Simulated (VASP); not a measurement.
# GaP2 (F-43m) in VASP: a series of runs

The runs below take GaP2 through relaxation of cell and atoms, single point, with PBE.

All numbers are computed with VASP 6.6.1; they aren't measurements. Logs are shortened: lines on timing, memory, paths and dates and some standing lists are left out, and cuts for length are marked.

### Step 1. The cell of the first run

It takes space group F-43m (No. 216, cubic). Conventional cell: a = 6.552 Å, b = 6.552 Å, c = 6.552 Å, α = 90.00°, β = 90.00°, γ = 90.00°. Within 3.7 Å of Ga (site symmetry -43m) lie 10 P at 2.84 to 3.28 Å. P (site symmetry -43m) has 4 Ga at 2.84 Å and 4 P at 2.84 Å within 3.7 Å. Within 3.7 Å of P (site symmetry -43m) lie 4 P at 2.84 Å and 6 Ga at 3.28 Å.

### Step 2. Relaxation of cell and atoms, PBE

Contents of INCAR:

```
SYSTEM = GaP2
  PREC = Accurate
  ENCUT = 600
  EDIFF = 1E-6
  ISMEAR = 0
  SIGMA = 0.1
  LREAL = .False.
  LASPH = .True.
  NELM = 60
  ALGO = Normal
  ISIF = 3
  LWAVE = .False.
  LCHARG = .False.
  GGA = PE
  IBRION = 2
  NSW = 90
  EDIFFG = -0.04
```

Contents of KPOINTS:

```
regular mesh
0
Gamma
  4 4 4
  0 0 0
```

Contents of POSCAR:

```
GaP2
1.0
    0.0000000000      3.2759311200      3.2759311200
    3.2759311200      0.0000000000      3.2759311200
    3.2759311200      3.2759311200      0.0000000000
Ga P
1 2
Direct
    0.5000000000      0.5000000000      0.5000000000
    0.2500000000      0.2500000000      0.2500000000
    0.0000000000      0.0000000000      0.0000000000
```

Potentials or basis: VASP PAW PBE potentials, release 64 (Ga_d, P).

Started as:

```bash
cat potpaw_PBE.64/Ga_d/POTCAR potpaw_PBE.64/P/POTCAR > POTCAR
mpirun -np 1 vasp_std > vasp.out
```

OUTCAR:

```text
SYSTEM = GaP2
   PREC = Accurate
   ENCUT = 600
   EDIFF = 1E-6
   ISMEAR = 0
   LREAL = .False.
   LASPH = .True.
   NELM = 60
   ISIF = 3
   GGA = PE
   IBRION = 2
   NSW = 90
   EDIFFG = -0.04

 ion  position               nearest neighbor table
   1  0.500  0.500  0.500-   2 2.84   2 2.84   2 2.84   2 2.84
   2  0.250  0.250  0.250-   3 2.84   3 2.84   3 2.84   1 2.84   3 2.84   1 2.84   1 2.84   1 2.84

   3  0.000  0.000  0.000-   2 2.84   2 2.84   2 2.84   2 2.84

  LATTYP: Found a face centered cubic cell.
 ALAT       =     6.5518622400

  Lattice vectors:

 A1 = (   0.0000000000,   3.2759311200,   3.2759311200)
 A2 = (   3.2759311200,   0.0000000000,   3.2759311200)
 A3 = (   3.2759311200,   3.2759311200,   0.0000000000)

Analysis of symmetry for initial positions (statically):
=====================================================================
 Subroutine PRICEL returns:
 Original cell was already a primitive cell.

 Routine SETGRP: Setting up the symmetry group for a
 face centered cubic supercell.

 Subroutine GETGRP returns: Found 24 space group operations
 (whereof 24 operations were pure point group operations)
 out of a pool of 48 trial point group operations.

The static configuration has the point symmetry T_d .

Analysis of symmetry for dynamics (positions and initial velocities):
=====================================================================
 Subroutine PRICEL returns:
 Original cell was already a primitive cell.

 Routine SETGRP: Setting up the symmetry group for a
 face centered cubic supercell.

 Subroutine GETGRP returns: Found 24 space group operations
 (whereof 24 operations were pure point group operations)
 out of a pool of 48 trial point group operations.

The dynamic configuration has the point symmetry T_d .

 Subroutine INISYM returns: Found 24 space group operations
 (whereof 24 operations are pure point group operations),
 and found     1 'primitive' translations

----------------------------------------------------------------------------------------

                                     Primitive cell

  volume of cell :      70.3128

  direct lattice vectors                    reciprocal lattice vectors
     0.000000000  3.275931120  3.275931120    -0.152628362  0.152628362  0.152628362
     3.275931120  0.000000000  3.275931120     0.152628362 -0.152628362  0.152628362
     3.275931120  3.275931120  0.000000000     0.152628362  0.152628362 -0.152628362

  length of vectors
     4.632866219  4.632866219  4.632866219     0.264360077  0.264360077  0.264360077

  position of ions in fractional coordinates (direct lattice)
     0.500000000  0.500000000  0.500000000
     0.250000000  0.250000000  0.250000000
     0.000000000  0.000000000  0.000000000
[... 59 lines left out ...]
   ENCUT  =  600.0 eV  44.10 Ry    6.64 a.u.   9.25  9.25  9.25*2*pi/ulx,y,z
   NELM   =     60;   NELMIN=  2; NELMDL= -5     # of ELM steps
   EDIFF  = 0.1E-05   stopping-criterion for ELM
   LREAL  =      F    real-space projection
   EDIFFG = -.4E-01   stopping-criterion for IOM
   NSW    =     90    number of steps for IOM
   IBRION =      2    ionic relax: 0-MD 1-quasi-New 2-CG
   NFREE  =      1    steps in history (QN), initial steepest desc. (CG)
   ISIF   =      3    stress and relaxation
   ISYM   =      2    0-nonsym 1-usesym 2-fastsym
   POTIM  = 0.5000    time-step for ionic-motion
   TEBEG  =    0.0;   TEEND  =   0.0 temperature during run
   PSTRESS=    0.0 pullay stress
   NELECT =      23.0000    total number of electrons
   NUPDOWN=      -1.0000    fix difference up-down
   EMIN   =  10.00;   EMAX   =-10.00  energy-range for DOS
   EFERMI =   0.00;   METHOD = LEGACY
   ISMEAR =     0;   SIGMA  =   0.10  broadening in eV -4-tet -1-fermi 0-gaus
   EFERMI_NEDOS =   21; number of points for ismear=-14 and -15
   IALGO  =     38    algorithm
   IMIX   =      4    mixing-type and parameters
     AMIX     =   0.40;   BMIX     =  1.00
     AMIX_MAG =   1.60;   BMIX_MAG =  1.00
  volume/ion in A,a.u.               =      23.44       158.16
  Fermi-wavevector in a.u.,A,eV,Ry     =   1.127992  2.131596 17.311589  1.272366
  Thomas-Fermi vector in A             =   2.264680
   LORBIT       =      0    0 simple, 1 ext, 2 COOP (PROOUT), +10 PAW based schemes
   GGA     = PE    functional components
   LHFCALC =     F    Hartree Fock is set to
   AEXX    =    0.0000 exact exchange contribution
   IVDW    =     0    specifies the selected vdW correction
   LEPSILON=     F    determine dielectric tensor
   LRPA    =     F    only Hartree local field effects (RPA)
 conjugate gradient relaxation of ions
 non-spin polarized calculation
 Gauss-broadening in eV      SIGMA  =   0.10
  energy-cutoff  :      600.00
  volume of cell :       70.31
 maximum number of plane-waves:      2397
 NGX is ok and might be reduce to    40
   NGX = 19   NGY = 19   NGZ = 19

--------------------------------------- Ionic step        1  -------------------------------------------

 number of electron      22.9999995 magnetization

 Free energy of the ion-electron system (eV)
  ---------------------------------------------------
  ext. energy  EPLUGINS =         0.00000000
  ---------------------------------------------------
  free energy    TOTEN  =       -11.75870488 eV

  energy without entropy =      -11.75588473  energy(sigma->0) =      -11.75729480

 E-fermi :   4.0606     XC(G=0):  -9.3292

 val. band max:        4.0128346871   @ k =   0.5000   0.0000   0.0000
 cond. band min:       4.3504085556   @ k =  -0.2500   0.2500   0.0000
 fundamental gap:      0.3375738685
 Fermi energy:         4.0605826423

 k-point     1 :       0.0000    0.0000    0.0000
  band No.  band energies     occupation
      1     -10.5859      2.00000
      2     -10.5859      2.00000
      3     -10.5859      2.00000
      4     -10.5701      2.00000
      5     -10.5701      2.00000
      6      -8.3805      2.00000
      7      -2.7489      2.00000
      8       1.4681      2.00000
      9       1.7904      2.00000
     10       1.7904      2.00000
     11       1.7904      2.00000
     12       3.0338      2.00000
     13       3.0338      2.00000
     14       3.0338      2.00000
[... 198 lines left out ...]
--------------------------------------- Ionic step        3  -------------------------------------------

 number of electron      23.0000004 magnetization

 Free energy of the ion-electron system (eV)
  ---------------------------------------------------
  ext. energy  EPLUGINS =         0.00000000
  ---------------------------------------------------
  free energy    TOTEN  =       -12.13960564 eV

  energy without entropy =      -12.13117852  energy(sigma->0) =      -12.13539208

 E-fermi :   6.1385     XC(G=0): -10.2094

 val. band max:        5.8388195614   @ k =  -0.2500   0.5000   0.2500
 cond. band min:       6.1862181849   @ k =  -0.2500   0.2500   0.0000
 fundamental gap:      0.3473986234
 Fermi energy:         6.1385257675

 k-point     1 :       0.0000    0.0000    0.0000
  band No.  band energies     occupation
      1      -8.7804      2.00000
      2      -8.7804      2.00000
      3      -8.7804      2.00000
      4      -8.7494      2.00000
      5      -8.7494      2.00000
      6      -7.8370      2.00000
      7      -0.0046      2.00000
      8       3.2293      2.00000
      9       3.2293      2.00000
     10       3.2293      2.00000
     11       4.2320      2.00000
     12       4.5812      2.00000
     13       4.5812      2.00000
     14       4.5812      2.00000
[... 155 lines left out ...]
  FREE ENERGIE OF THE ION-ELECTRON SYSTEM (eV)
  ---------------------------------------------------
  free  energy   TOTEN  =       -12.1396056364 eV

  energy  without entropy=      -12.1311785241  energy(sigma->0) =      -12.13539208

 reached required accuracy - stopping structural energy minimisation
```

OSZICAR:

```text
N       E                     dE             d eps       ncg     rms          rms(c)
DAV:   1     0.116780277501E+03    0.11678E+03   -0.11376E+04   240   0.197E+03
DAV:   2    -0.331770741750E+01   -0.12010E+03   -0.11934E+03   282   0.376E+02
DAV:   3    -0.115724798005E+02   -0.82548E+01   -0.81214E+01   296   0.823E+01
[... 24 lines left out ...]
DAV:   3    -0.121419097908E+02    0.23347E-01   -0.33664E-02   303   0.314E+00    0.214E-01
DAV:   4    -0.121399924438E+02    0.19173E-02   -0.28849E-03   282   0.637E-01    0.991E-02
DAV:   5    -0.121396125984E+02    0.37985E-03   -0.33579E-04   296   0.237E-01    0.235E-02
DAV:   6    -0.121396051597E+02    0.74387E-05   -0.25566E-05   353   0.622E-02    0.582E-03
DAV:   7    -0.121396056364E+02   -0.47675E-06   -0.64422E-07   162   0.612E-03
   3 F= -.12139606E+02 E0= -.12135392E+02  d E =-.380901E+00
```

It took 16 s on 1 thread of Intel Xeon 6975P-C (Granite Rapids), shared host; peak memory 0.24 GiB.

What came out:

```yaml
Free_energy: -12.1396 eV
Relaxed_volume: 19.17 Å³/atom
Relaxed_cell: a = 4.332 Å, b = 4.332 Å, c = 4.332 Å, α = 60.00°, β = 60.00°, γ = 60.00°
Space_group_after_relaxing_to_0.05_Å: F-43m (No. 216)
Energy_gained_by_relaxing: 127.0 meV/atom
Ionic_steps: 3
Pressure_after_relaxing: 0.1 GPa
```

The path:
| step | energy change (eV) | largest force (eV/Å) | pressure (GPa) | volume (Å³) |
| --- | --- | --- | --- | --- |
| 1 | 0.0000 | 0.0000 | -7.98 | 70.31 |
| 2 | -0.3730 | 0.0000 | -1.64 | 59.09 |
| 3 | -0.3809 | 0.0000 | 0.06 | 57.50 |

Final structure:
```
Ga P
1.0
     0.00000    3.06341    3.06341
     3.06341    0.00000    3.06341
     3.06341    3.06341    0.00000
Ga P
1 2
Direct
  0.50000 0.50000 0.50000
  0.25000 0.25000 0.25000
  0.00000 0.00000 0.00000
```

Caveat: the k points lie up to 0.44 Å⁻¹ apart in the final cell; the volume moved by over 15 % at a fixed basis, so the end points are rough.

### Step 3. Relaxation of cell and atoms, PBE

This run uses another cell than the first one, of 19.23 Å³/atom, 0.821 times its volume.

Contents of INCAR:

```
PREC = Accurate
ENCUT = 600
EDIFF = 1E-6
ISMEAR = 0
SIGMA = 0.1
LREAL = F
LASPH = T
NELM = 80
ALGO = Normal
ISIF = 3
LWAVE = F
LCHARG = F
GGA = PE
IBRION = 2
NSW = 90
EDIFFG = -0.04
```

Contents of KPOINTS:

```
regular mesh
0
Gamma
  6 6 6
```

Contents of POSCAR:

```
GaP2
1.0
    0.0000000000      3.0669116418      3.0669116418
    3.0669116418      0.0000000000      3.0669116418
    3.0669116418      3.0669116418      0.0000000000
Ga P
1 2
Direct
    0.5000000000      0.5000000000      0.5000000000
    0.7500000000      0.7500000000      0.7500000000
    0.0000000000      0.0000000000      0.0000000000
```

Potentials or basis: VASP PAW PBE potentials, release 64 (Ga_d, P).

Started as:

```bash
cat potpaw_PBE.64/Ga_d/POTCAR potpaw_PBE.64/P/POTCAR > POTCAR
mpirun -np 1 vasp_std > vasp.out
```

It took 17 s on 1 thread of Intel Xeon 6975P-C (Granite Rapids), shared host; peak memory 0.21 GiB.

Results (log left out):

```yaml
Free_energy: -12.2985 eV
Relaxed_volume: 18.00 Å³/atom
Relaxed_cell: a = 4.243 Å, b = 4.243 Å, c = 4.243 Å, α = 60.00°, β = 60.00°, γ = 60.00°
Space_group_after_relaxing_to_0.05_Å: F-43m (No. 216)
Energy_gained_by_relaxing: 12.9 meV/atom
Ionic_steps: 3
Pressure_after_relaxing: 0.0 GPa
```

The path:
```tsv
step	energy change (eV)	largest force (eV/Å)	pressure (GPa)	volume (Å³)
1	0.0000	0.0000	-3.32	57.69
2	-0.0383	0.0000	-0.40	54.43
3	-0.0388	0.0000	-0.04	54.00
```

Final structure:
```xyz
3
Lattice="0.0000 3.0001 3.0001 3.0001 0.0000 3.0001 3.0001 3.0001 0.0000" Properties=species:S:1:pos:R:3 pbc="T T T"
Ga    3.0001    3.0001    3.0001
P     4.5001    4.5001    4.5001
P     0.0000    0.0000    0.0000
```

Levels at points of the mesh, in eV from the Fermi level:
```csv
k point,band 8,band 9,band 10,band 11,band 12,band 13,band 14,band 15
"(0.00, 0.00, 0.00)",-3.18,-3.18,-3.18,-1.76,-1.76,-1.76,-1.65,4.50
"(0.50, 0.00, 0.00)",-5.50,-4.24,-4.24,-0.96,-0.96,0.50,3.30,4.97
"(0.50, 0.50, 0.00)",-6.11,-5.79,-5.79,-2.31,3.06,3.06,3.51,5.28
```

### Step 4. Single point, PBE

This run uses another cell than the first one, of 18.21 Å³/atom, 0.777 times its volume.

Contents of INCAR:

```
PREC = Accurate ; ENCUT = 520
EDIFF = 1E-7 ; ISMEAR = 0
SIGMA = 0.1 ; LREAL = F
LASPH = T ; NELM = 80
ALGO = Normal ; ISIF = 2
LWAVE = F ; LCHARG = F
GGA = PE ; NBANDS = 18
```

Contents of KPOINTS:

```
Automatic mesh
0
Gamma
  14 14 14
```

Contents of POSCAR:

```
GaP2
1.0
    0.0000000000      3.0117339575      3.0117339575
    3.0117339575      0.0000000000      3.0117339575
    3.0117339575      3.0117339575      0.0000000000
Ga P
1 2
Direct
    0.5000000000      0.5000000000      0.5000000000
    0.2500000000      0.2500000000      0.2500000000
    0.0000000000      0.0000000000      0.0000000000
```

Started as:

```bash
cat potpaw_PBE.64/Ga_d/POTCAR potpaw_PBE.64/P/POTCAR > POTCAR
mpirun -np 1 vasp_std > vasp.out
```

Wall time 28 s (1 thread of Intel Xeon 6975P-C (Granite Rapids), shared host); peak memory 0.23 GiB.

The run converged. Its results:

| Quantity | Value |
| --- | --- |
| Free energy | -12.2812 eV |
| Pressure | 0.0 GPa |

Levels at points of the mesh, in eV from the Fermi level:
```
           k point  band 9  band 10  band 11  band 12  band 13  band 14
(0.00, 0.00, 0.00)   -3.13    -3.13    -1.73    -1.73    -1.73    -1.71
(0.50, 0.00, 0.00)   -4.18    -4.18    -0.92    -0.92     0.47     3.24
(0.50, 0.50, 0.00)   -5.71    -5.71    -2.28     3.04     3.04     3.44
```

### Step 5. Relaxation of cell and atoms, PBE

This run uses another cell than the first one, of 18.01 Å³/atom, 0.768 times its volume.

Contents of INCAR:

```
ALGO     = Normal         # electronic algorithm
EDIFF    = 1E-6           # SCF threshold, eV
EDIFFG   = -0.01          # ionic threshold
ENCUT    = 600            # plane-wave cutoff, eV
GGA      = PE             # functional
IBRION   = 2              # ionic algorithm
ISIF     = 3              # what is computed and relaxed
ISMEAR   = 0              # smearing method
LASPH    = T              # aspherical terms in the spheres
LCHARG   = F              # write CHGCAR
LREAL    = F              # projectors in reciprocal space
LWAVE    = F              # write WAVECAR
NELM     = 60             # most SCF steps
NSW      = 100            # ionic steps
PREC     = Accurate       # precision mode
SIGMA    = 0.1            # smearing width, eV
```

Contents of KPOINTS:

```
k-points
0
Gamma
  14 14 14
```

Contents of POSCAR:

```
GaP2
1.0
    0.0000000000      3.0005973179      3.0005973179
    3.0005973179      0.0000000000      3.0005973179
    3.0005973179      3.0005973179      0.0000000000
Ga P
1 2
Direct
    0.5000000000      0.5000000000      0.5000000000
    0.2500000000      0.2500000000      0.2500000000
    0.0000000000      0.0000000000      0.0000000000
```

Started as:

```bash
cat potpaw_PBE.64/Ga_d/POTCAR potpaw_PBE.64/P/POTCAR > POTCAR
mpirun -np 1 vasp_std > vasp.out
```

Run time: 61 s. Hardware: 1 thread of Intel Xeon Platinum 8559C (Emerald Rapids), shared host; peak memory 0.28 GiB.

The run converged. Its results:

```
Free energy                            : -12.2814 eV
Relaxed volume                         : 18.21 Å³/atom
Relaxed cell                           : a = 4.259 Å, b = 4.259 Å, c = 4.259 Å, α = 60.00°, β = 60.00°, γ = 60.00°
Space group after relaxing (to 0.05 Å) : F-43m (No. 216)
Energy gained by relaxing              : 0.4 meV/atom
Ionic steps                            : 2
Pressure after relaxing                : 0.0 GPa
```

Step by step:
| step | energy change (eV) | largest force (eV/Å) | pressure (GPa) | volume (Å³) |
| --- | --- | --- | --- | --- |
| 1 | 0.0000 | 0.0000 | 0.67 | 54.03 |
| 2 | -0.0013 | 0.0000 | 0.02 | 54.62 |

Final structure:
```cif
data_structure
_symmetry_space_group_name_H-M 'P 1'
_symmetry_Int_Tables_number 1
_cell_length_a 4.2588
_cell_length_b 4.2588
_cell_length_c 4.2588
_cell_angle_alpha 60.000
_cell_angle_beta 60.000
_cell_angle_gamma 60.000
_cell_volume 54.62
loop_
_atom_site_label
_atom_site_type_symbol
_atom_site_fract_x
_atom_site_fract_y
_atom_site_fract_z
_atom_site_occupancy
Ga1 Ga 0.50000 0.50000 0.50000 1
P1 P 0.25000 0.25000 0.25000 1
P2 P 0.00000 0.00000 0.00000 1
```

Levels at points of the mesh, in eV from the Fermi level:
```csv
k point,band 8,band 9,band 10,band 11,band 12,band 13,band 14,band 15
"(0.00, 0.00, 0.00)",-3.13,-3.13,-3.13,-1.73,-1.73,-1.73,-1.71,4.48
"(0.50, 0.00, 0.00)",-5.50,-4.18,-4.18,-0.92,-0.92,0.47,3.24,4.94
"(0.50, 0.50, 0.00)",-6.08,-5.71,-5.71,-2.28,3.04,3.04,3.44,5.25
```

### Step 6. Overview

| task | cell | k mesh | cutoff (eV) | gap on the mesh (eV) | pressure (GPa) | relaxed volume (Å³/atom) |
| --- | --- | --- | --- | --- | --- | --- |
| relaxation of cell and atoms | relaxed from a = 4.633 Å, angles 60.0°, 3 atoms | 4 × 4 × 4 | 600 | none | 0.1 | 19.17 |
| relaxation of cell and atoms | relaxed from a = 4.337 Å, angles 60.0°, 3 atoms | 6 × 6 × 6 | 600 | none | 0.0 | 18.00 |
| single point | a = 4.259 Å, angles 60.0°, 3 atoms | 14 × 14 × 14 | 520 | none | 0.0 | - |
| relaxation of cell and atoms | relaxed from a = 4.243 Å, angles 60.0°, 3 atoms | 14 × 14 × 14 | 600 | none | 0.0 | 18.21 |

Alike in all rows: level PBE; potentials or basis VASP PAW PBE potentials, release 64 (Ga_d, P); no spin polarisation; smearing gaussian 0.1 eV.

Caveats: some runs use coarse meshes; the volume moved by over 15 % at a fixed basis, so the end points are rough (some runs).

Total energies depend on the potentials used, so only differences within one code and one set of settings carry meaning.
